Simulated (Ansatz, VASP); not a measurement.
**One calculation of Ba3Rh2C3, two programs**

```
Ba Rh C
1.0
     4.16826    0.00000    0.00000
     0.00000    4.16826    0.00000
     0.00000    0.00000    9.41683
Ba Rh C
3 2 3
Direct
  0.00000 0.50000 0.75254
  0.50000 0.00000 0.24746
  0.50000 0.50000 0.00000
  0.50000 0.00000 0.74962
  0.00000 0.50000 0.25038
  0.00000 0.00000 0.50000
  0.00000 0.00000 0.00000
  0.50000 0.50000 0.50000
```

Change from the starting cell: species swapped into the Nb2Al3Ga3 type (P-4m2, No. 115).

Alike in both runs: task single point; functional PBE; k mesh 4 × 4 × 2; occupations gaussian, width 0.1 eV; no spin polarisation.

```csv
,VASP,Ansatz
version,VASP 6.6.1,Ansatz 0.2.0
potentials or method,"VASP PAW PBE potentials, release 64 (Ba_sv, Rh_pv, C), cutoff 520 eV","scalar-relativistic, plane waves, PAW"
valence electrons in the cell,72,76
```

VASP gave:

```
gap on the k mesh at the Fermi level (eV)                     : none
pressure (GPa)                                                : 2.2
traceless stress, the component that is largest in VASP (GPa) : -6.34
rms of the force components (eV/Å)                            : 0.800
```

**Question.** Which values does Ansatz return?

**Answer.** gap on the k mesh at the Fermi level (eV): none; pressure (GPa): -0.2; traceless stress, the component that is largest in VASP (GPa): -5.79; rms of the force components (eV/Å): 0.725.

Atom by atom the forces differ by 0.076 eV/Å (rms over components). A gap of «none» marks a metal or a gap that the smearing closes. With one functional, cell and mesh, what is left measures potentials, basis and numerics. VASP's potentials hold 72 valence electrons a cell and Ansatz's 76, so a difference there can come from the potentials and not from the codes.

The k mesh is coarse, so the values compare programs but aren't converged. Spin-orbit coupling is off throughout.
